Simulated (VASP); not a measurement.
Input of a VASP 6.6.1 run:

INCAR

```
SYSTEM = TaN
PREC = Accurate
ENCUT = 520
EDIFF = 1E-6
ISMEAR = 0
SIGMA = 0.05
LREAL = .False.
LASPH = .True.
NELM = 150
ALGO = Normal
ISIF = 2
LWAVE = .False.
LCHARG = .True.
LNONCOLLINEAR = .True.
MAGMOM = 0.03 0 0.05 0.03 0 0.05 0.01 0 0.02 0.01 0 0.02
LORBIT = 11
LMAXMIX = 4
LDAU = .True.
LDAUTYPE = 2
LDAUL = 2 -1
LDAUU = 6 0
LDAUJ = 0 0
LDAUPRINT = 1
GGA = PS
LVHAR = .True.
NBANDS = 46
```

The input KPOINTS:

```
regular mesh
0
Gamma
  7 7 4
  0 0 0
```

POSCAR

```
TaN
1.0
    3.0500020400      0.0000000000      0.0000000000
   -1.5250010200      2.6413792500      0.0000000000
    0.0000000000      0.0000000000      4.9400015300
Ta N
2 2
Direct
    0.3333333333      0.6666666667      0.0000000000
    0.6666666667      0.3333333333      0.5000000000
    0.3333333333      0.6666666667      0.3850000000
    0.6666666667      0.3333333333      0.8850000000
```

Potentials or basis: VASP PAW PBE potentials, release 64 (Ta_pv, N).

The run is started by

```bash
$ cat potpaw_PBE.64/Ta_pv/POTCAR potpaw_PBE.64/N/POTCAR > POTCAR
$ mpirun -np 1 vasp_ncl > vasp.out
```

Predict the band gap on the k mesh.

zero (band 32 reaches 11.68 eV, above the bottom of band 33 at 8.93 eV).

What does it give for the largest force?

2.415 eV/Å.

What does it give for the net moment?

0.00 μB per cell.

Stress tensor (GPa, compression positive):
```
161.26   0.00   0.00
  0.00 161.26   0.00
  0.00   0.00 142.08
```

Caveat: the PAW data sets were made with another functional, which shifts forces and pressure a little; spin-orbit coupling is left out, which moves the levels of the heavy elements. The state reached can hang on the start; a lower one may exist.
